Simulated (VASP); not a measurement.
A run of VASP 6.6.1:

POSCAR

```
Se
1.0
    5.6829509076      3.2810532363      1.5939475661
   -5.6829509076      3.2810532363      1.5939475661
    0.0000000000     -6.5621064726      1.5939475660
Se
6
Direct
    0.2733727824      0.1520536996      0.9083129747
    0.9083129747      0.2733727824      0.1520536996
    0.1520536996      0.9083129747      0.2733727824
    0.7266272176      0.8479463004      0.0916870253
    0.0916870253      0.7266272176      0.8479463004
    0.8479463004      0.0916870253      0.7266272176
```

File INCAR.step1:

```
SYSTEM = Se
  ALGO = Normal
  EDIFF = 1E-4
  ENCUT = 520
  GGA = PE
  ISMEAR = 0
  LASPH = .TRUE.
  LCHARG = .FALSE.
  LREAL = .FALSE.
  LWAVE = .TRUE.
  NBANDS = 27
  NELM = 100
  PREC = Accurate
  SIGMA = 0.02
```

The input INCAR.step2:

```
SYSTEM = Se
  ALGO = Normal
  EDIFF = 1E-6
  ENCUT = 520
  ISIF = 2
  ISMEAR = 0
  ISTART = 1
  LASPH = .TRUE.
  LCHARG = .FALSE.
  LMIXTAU = .TRUE.
  LREAL = .FALSE.
  LWAVE = .FALSE.
  METAGGA = R2SCAN
  NBANDS = 27
  NELM = 100
  PREC = Accurate
  SIGMA = 0.02
```

Contents of KPOINTS:

```
k-points
0
G
  6 6 6
  0 0 0
```

Potentials or basis: VASP PAW PBE potentials, release 64 (Se).

The run is started by

```console
$ cat potpaw_PBE.64/Se/POTCAR > POTCAR
$ cp INCAR.step1 INCAR
$ mpirun -np 1 vasp_std > vasp.out
$ cp INCAR.step2 INCAR
$ mpirun -np 1 vasp_std > vasp.out
```

Hardware: 1 thread of AMD EPYC 7R43 64-Core Processor (Zen 3) (shared host).

Task: How long does it take, and how much memory?

Result: It took 20 min on 1 thread of AMD EPYC 7R43 64-Core Processor (Zen 3), on a shared host, peak memory 0.39 GiB. Counts: k points 40.
